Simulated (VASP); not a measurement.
# AlN (P6_3mc) in VASP: a series of runs

Runs on AlN. Level: r2SCAN. Tasks: single point.

Everything below comes from runs of VASP 6.6.1. Logs are shortened: lines on timing, memory, paths and dates and some standing lists are left out, and cuts for length are marked.

## Step 1: The cell of the first run

It takes space group P6_3mc (No. 186, hexagonal). Conventional cell: a = 3.010 Å, b = 3.010 Å, c = 5.305 Å, α = 90.00°, β = 90.00°, γ = 120.00°. Al (site symmetry 3m) has 4 N at 1.85 to 2.02 Å within 2.5 Å. Within 2.5 Å of N (site symmetry 3m) lie 4 Al at 1.85 to 2.02 Å.

## Step 2: Single point, r2SCAN

Contents of POSCAR:

```
AlN
1.0
    3.0095177579      0.0000000000      0.0000000000
   -1.5047588790      2.6063188315      0.0000000000
    0.0000000000      0.0000000000      5.3049993281
Al N
2 2
Direct
    0.3333333333      0.6666666667      0.0016929024
    0.6666666667      0.3333333333      0.5016929024
    0.3333333333      0.6666666667      0.3833070976
    0.6666666667      0.3333333333      0.8833070976
```

Contents of INCAR.step1:

```
SYSTEM = AlN
ALGO     = Normal         ! electronic algorithm
EDIFF    = 1E-4           ! SCF threshold, eV
ENCUT    = 520            ! plane-wave cutoff, eV
GGA      = PE             ! functional
ISMEAR   = 0              ! smearing method
LASPH    = .True.         ! aspherical terms in the spheres
LCHARG   = .False.        ! write CHGCAR
LREAL    = .False.        ! projectors in reciprocal space
LWAVE    = .True.         ! write WAVECAR
NBANDS   = 16             ! bands
NELM     = 100            ! most SCF steps
PREC     = Accurate       ! precision mode
SIGMA    = 0.05           ! smearing width, eV
```

Contents of INCAR.step2:

```
SYSTEM = AlN
ALGO     = Normal         ! electronic algorithm
EDIFF    = 1E-7           ! SCF threshold, eV
ENCUT    = 520            ! plane-wave cutoff, eV
ISIF     = 2              ! what is computed and relaxed
ISMEAR   = 0              ! smearing method
ISTART   = 1            
LASPH    = .True.         ! aspherical terms in the spheres
LCHARG   = .True.         ! write CHGCAR
LELF     = .True.         ! ELF
LMIXTAU  = .True.       
LREAL    = .False.        ! projectors in reciprocal space
LVHAR    = .True.       
LWAVE    = .False.        ! write WAVECAR
METAGGA  = R2SCAN         ! meta-GGA
NBANDS   = 16             ! bands
NELM     = 100            ! most SCF steps
PREC     = Accurate       ! precision mode
SIGMA    = 0.05           ! smearing width, eV
```

Contents of KPOINTS:

```
k-points
0
Gamma
  12 12 6
  0 0 0
```

Potentials or basis: VASP PAW PBE potentials, release 64 (Al, N).

Started as:

```sh
$ cat potpaw_PBE.64/Al/POTCAR potpaw_PBE.64/N/POTCAR > POTCAR
$ cp INCAR.step1 INCAR
$ mpirun -np 1 vasp_std > vasp.out
$ cp INCAR.step2 INCAR
$ mpirun -np 1 vasp_std > vasp.out
```

OUTCAR:

```text
SYSTEM = AlN
   EDIFF = 1E-7
   ENCUT = 520
   ISIF = 2
   ISMEAR = 0
   ISTART = 1
   LASPH = .True.
   LREAL = .False.
   METAGGA = R2SCAN
   NELM = 100
   PREC = Accurate

 ion  position               nearest neighbor table
   1  0.333  0.667  0.002-   4 1.85   4 1.85   4 1.85   3 2.02   2 3.17   2 3.17   2 3.17   2 3.17
                             2 3.17   2 3.17
   2  0.667  0.333  0.502-   3 1.85   3 1.85   3 1.85   4 2.02   1 3.17   1 3.17   1 3.17   1 3.17
                             1 3.17   1 3.17
   3  0.333  0.667  0.383-   2 1.85   2 1.85   2 1.85   1 2.02
   4  0.667  0.333  0.883-   1 1.85   1 1.85   1 1.85   2 2.02

  LATTYP: Found a hexagonal cell.
 ALAT       =     3.0095177579
 C/A-ratio  =     1.7627406631

  Lattice vectors:

 A1 = (   3.0095177579,   0.0000000000,   0.0000000000)
 A2 = (  -1.5047588790,   2.6063188315,   0.0000000000)
 A3 = (   0.0000000000,   0.0000000000,   5.3049993281)

Analysis of symmetry for initial positions (statically):
=====================================================================
 Subroutine PRICEL returns:
 Original cell was already a primitive cell.

 Routine SETGRP: Setting up the symmetry group for a
 hexagonal supercell.

 Subroutine GETGRP returns: Found 12 space group operations
 (whereof  6 operations were pure point group operations)
 out of a pool of 24 trial point group operations.

The static configuration has the point symmetry C_3v.
 The point group associated with its full space group is C_6v.

Analysis of symmetry for dynamics (positions and initial velocities):
=====================================================================
 Subroutine PRICEL returns:
 Original cell was already a primitive cell.

 Routine SETGRP: Setting up the symmetry group for a
 hexagonal supercell.

 Subroutine GETGRP returns: Found 12 space group operations
 (whereof  6 operations were pure point group operations)
 out of a pool of 24 trial point group operations.

The dynamic configuration has the point symmetry C_3v.
 The point group associated with its full space group is C_6v.

 Subroutine INISYM returns: Found 12 space group operations
 (whereof  6 operations are pure point group operations),
 and found     1 'primitive' translations

----------------------------------------------------------------------------------------

                                     Primitive cell

  volume of cell :      41.6112

  direct lattice vectors                    reciprocal lattice vectors
     3.009517758  0.000000000  0.000000000     0.332279149  0.191841456  0.000000000
    -1.504758879  2.606318831  0.000000000     0.000000000  0.383682912  0.000000000
     0.000000000  0.000000000  5.304999328     0.000000000  0.000000000  0.188501438

  length of vectors
     3.009517758  3.009517758  5.304999328     0.383682912  0.383682912  0.188501438

  position of ions in fractional coordinates (direct lattice)
     0.333333333  0.666666667  0.001692902
     0.666666667  0.333333333  0.501692902
     0.333333333  0.666666667  0.383307098
     0.666666667  0.333333333  0.883307098

  ion indices of the primitive-cell ions
   primitive index   ion index
                 1           1
                 2           2
                 3           3
                 4           4

----------------------------------------------------------------------------------------

 KPOINTS: k-points

Automatic generation of k-mesh.
 Grid dimensions read from file:
 generate k-points for:   12   12    6

 Generating k-lattice:

  Cartesian coordinates                     Fractional coordinates (reciprocal lattice)
     0.027689929  0.015986788  0.000000000     0.083333333  0.000000000  0.000000000
     0.000000000  0.031973576  0.000000000     0.000000000  0.083333333  0.000000000
     0.000000000  0.000000000  0.031416906     0.000000000  0.000000000  0.166666667

  Length of vectors
     0.031973576  0.031973576  0.031416906

  Shift w.r.t. Gamma in fractional coordinates (k-lattice)
     0.000000000  0.000000000  0.000000000

 Subroutine IBZKPT returns following result:
 ===========================================

 Found     76 irreducible k-points:

 Following reciprocal coordinates:
            Coordinates               Weight
  0.000000  0.000000  0.000000      1.000000
  0.083333  0.000000  0.000000      6.000000
  0.166667  0.000000  0.000000      6.000000
  0.250000  0.000000  0.000000      6.000000
  0.333333  0.000000  0.000000      6.000000
  0.416667  0.000000  0.000000      6.000000
[... 16 lines left out ...]
  0.250000  0.000000  0.166667     12.000000
  0.333333  0.000000  0.166667     12.000000
 [... further k-points ...]
   k-points           NKPTS =     76   k-points in BZ     NKDIM =     76   number of bands    NBANDS=     16
   number of dos      NEDOS =    301   number of ions     NIONS =      4
   total plane-waves  NPLWV =  23040
   dimension x,y,z NGX =    24 NGY =   24 NGZ =   40
   dimension x,y,z NGXF=    48 NGYF=   48 NGZF=   80
   ions per type =               2   2
   NGX,Y,Z   is equivalent  to a cutoff of  13.26, 13.26, 12.54 a.u.
   NGXF,Y,Z  is equivalent  to a cutoff of  26.52, 26.52, 25.07 a.u.
 SYSTEM =  AlN
   PREC   = accura    normal or accurate (medium, high low for compatibility)
   ISTART =      1    job   : 0-new  1-cont  2-samecut
   ICHARG =      0    charge: 1-file 2-atom 10-const
   ISPIN  =      1    spin polarized calculation?
   LNONCOLLINEAR =      F non collinear calculations
   LSORBIT =      F    spin-orbit coupling
   LASPH  =      T    aspherical Exc in radial PAW
   ENCUT  =  520.0 eV  38.22 Ry    6.18 a.u.   5.60  5.60  9.86*2*pi/ulx,y,z
   NELM   =    100;   NELMIN=  2; NELMDL=  0     # of ELM steps
   EDIFF  = 0.1E-06   stopping-criterion for ELM
   LREAL  =      F    real-space projection
   EDIFFG = 0.1E-05   stopping-criterion for IOM
   NSW    =      0    number of steps for IOM
   IBRION =     -1    ionic relax: 0-MD 1-quasi-New 2-CG
   NFREE  =      0    steps in history (QN), initial steepest desc. (CG)
   ISIF   =      2    stress and relaxation
   ISYM   =      2    0-nonsym 1-usesym 2-fastsym
   POTIM  = 0.5000    time-step for ionic-motion
   TEBEG  =    0.0;   TEEND  =   0.0 temperature during run
   PSTRESS=    0.0 pullay stress
   NELECT =      16.0000    total number of electrons
   NUPDOWN=      -1.0000    fix difference up-down
   EMIN   =  10.00;   EMAX   =-10.00  energy-range for DOS
   EFERMI =   0.00;   METHOD = LEGACY
   ISMEAR =     0;   SIGMA  =   0.05  broadening in eV -4-tet -1-fermi 0-gaus
   EFERMI_NEDOS =   21; number of points for ismear=-14 and -15
   IALGO  =     38    algorithm
   IMIX   =      4    mixing-type and parameters
     AMIX     =   0.40;   BMIX     =  1.00
     AMIX_MAG =   1.60;   BMIX_MAG =  1.00
  volume/ion in A,a.u.               =      10.40        70.20
  Fermi-wavevector in a.u.,A,eV,Ry     =   1.190451  2.249626 19.281821  1.417174
  Thomas-Fermi vector in A             =   2.326535
   LORBIT       =      0    0 simple, 1 ext, 2 COOP (PROOUT), +10 PAW based schemes
   METAGGA = R2SCAN    functional components
   LHFCALC =     F    Hartree Fock is set to
   AEXX    =    0.0000 exact exchange contribution
   IVDW    =     0    specifies the selected vdW correction
   LEPSILON=     F    determine dielectric tensor
   LRPA    =     F    only Hartree local field effects (RPA)
 non-spin polarized calculation
 Gauss-broadening in eV      SIGMA  =   0.05
  energy-cutoff  :      520.00
  volume of cell :       41.61
 maximum number of plane-waves:      1148
 NGX is ok and might be reduce to    24
   NGX = 11   NGY = 11   NGZ = 19

 number of electron      16.0000003 magnetization

 Free energy of the ion-electron system (eV)
  ---------------------------------------------------
  ext. energy  EPLUGINS =         0.00000000
  ---------------------------------------------------
  free energy    TOTEN  =       -38.13239348 eV

  energy without entropy =      -38.13239348  energy(sigma->0) =      -38.13239348

 E-fermi :   6.0329     XC(G=0): -11.4121

 val. band max:        5.8328787295   @ k =   0.0000   0.0000   0.0000
 cond. band min:      10.4973104215   @ k =   0.0000   0.0000   0.0000
 fundamental gap:      4.6644316921
 Fermi energy:         6.0328993561

 k-point     1 :       0.0000    0.0000    0.0000
  band No.  band energies     occupation
      1     -10.0773      2.00000
      2      -8.3565      2.00000
      3      -0.3869      2.00000
      4       5.4093      2.00000
      5       5.4093      2.00000
      6       5.5214      2.00000
[... 8 lines left out ...]
     15      20.5876      0.00000
     16      20.5876      0.00000

 k-point     2 :       0.0833    0.0000    0.0000
  band No.  band energies     occupation
      1      -9.9802      2.00000
      2      -8.2896      2.00000
      3      -0.2683      2.00000
      4       4.9701      2.00000
      5       5.2928      2.00000
      6       5.3836      2.00000
[... 8 lines left out ...]
     15      20.2146      0.00000
     16      20.6188      0.00000

 k-point     3 :       0.1667    0.0000    0.0000
  band No.  band energies     occupation
      1      -9.6981      2.00000
      2      -8.1028      2.00000
      3       0.0814      2.00000
      4       3.8809      2.00000
      5       4.4368      2.00000
      6       5.0174      2.00000
[... 8 lines left out ...]
     15      19.9161      0.00000
     16      20.1085      0.00000

 k-point     4 :       0.2500    0.0000    0.0000
  band No.  band energies     occupation
      1      -9.2618      2.00000
      2      -7.8403      2.00000
      3       0.6406      2.00000
      4       2.5916      2.00000
      5       3.3482      2.00000
      6       4.6964      2.00000
[... 8 lines left out ...]
     15      19.2030      0.00000
     16      21.0124      0.00000
[... 324 lines left out ...]
 k-point    22 :       0.1667    0.0000    0.1667
  band No.  band energies     occupation
      1      -9.6135      2.00000
      2      -8.2425      2.00000
      3       0.3675      2.00000
      4       3.8793      2.00000
      5       4.2306      2.00000
      6       5.0588      2.00000
[... 8 lines left out ...]
     15      19.7382      0.00000
     16      20.3238      0.00000

 k-point    23 :       0.2500    0.0000    0.1667
  band No.  band energies     occupation
      1      -9.1838      2.00000
      2      -7.9596      2.00000
      3       0.8295      2.00000
      4       2.6735      2.00000
      5       3.2187      2.00000
      6       4.7457      2.00000
[... 8 lines left out ...]
     15      19.3654      0.00000
     16      21.0579      0.00000

 k-point    24 :       0.3333    0.0000    0.1667
  band No.  band energies     occupation
      1      -8.6668      2.00000
      2      -7.6740      2.00000
      3       1.0505      2.00000
      4       1.8299      2.00000
      5       2.3778      2.00000
      6       4.4685      2.00000
[... 8 lines left out ...]
     15      18.9626      0.00000
     16      21.6134      0.00000

 [... further k-points ...]
[... 5 lines left out ...]
  --------------------------------------------------------------------------------------
  -------------------------------------------------------------------------------------
  Total        4.0947452      4.0947452     -5.9364771     -0.0000000      0.0000000      0.0000000
  in kB      157.6622357    157.6622357   -228.5754566     -0.0000000      0.0000000      0.0000000
  external PRESSURE =      28.9163382 kB  Pullay stress =       0.0000000 kB

 VOLUME and BASIS-vectors are now :
 -----------------------------------------------------------------------------
  energy-cutoff  :      520.00
  volume of cell :       41.61
      direct lattice vectors                 reciprocal lattice vectors
     3.009517758  0.000000000  0.000000000     0.332279149  0.191841456  0.000000000
    -1.504758879  2.606318831  0.000000000     0.000000000  0.383682912  0.000000000
     0.000000000  0.000000000  5.304999328     0.000000000  0.000000000  0.188501438

 POSITION                                       TOTAL-FORCE (eV/Angst)
 -----------------------------------------------------------------------------------
     -0.00000      1.73755      0.00898         0.000000     -0.000000      0.715002
      1.50476      0.86877      2.66148        -0.000000      0.000000      0.715002
     -0.00000      1.73755      2.03344         0.000000     -0.000000     -0.715002
      1.50476      0.86877      4.68594         0.000000      0.000000     -0.715002
 -----------------------------------------------------------------------------------
    total drift:                               -0.000000      0.000000     -0.021703

  FREE ENERGIE OF THE ION-ELECTRON SYSTEM (eV)
  ---------------------------------------------------
  free  energy   TOTEN  =       -38.1323934829 eV

  energy  without entropy=      -38.1323934829  energy(sigma->0) =      -38.13239348
```

It took 2 min on 1 thread of AMD EPYC 9R45 (Zen 5), shared host; peak memory 0.16 GiB.

What came out:

| Property | Result |
| --- | --- |
| Free energy | -38.1324 eV |
| Pressure | 2.9 GPa |
| Largest force | 0.715 eV/Å |
| Band gap on the k mesh | 4.66 eV, direct |

Forces on the atoms (eV/Å):
```
Al   0.000  0.000  0.715
Al   0.000  0.000  0.715
N    0.000  0.000 -0.715
N    0.000  0.000 -0.715
```

Caveat: the PAW data sets were made with another functional, which shifts forces and pressure a little.

[end of part 1 of 3]
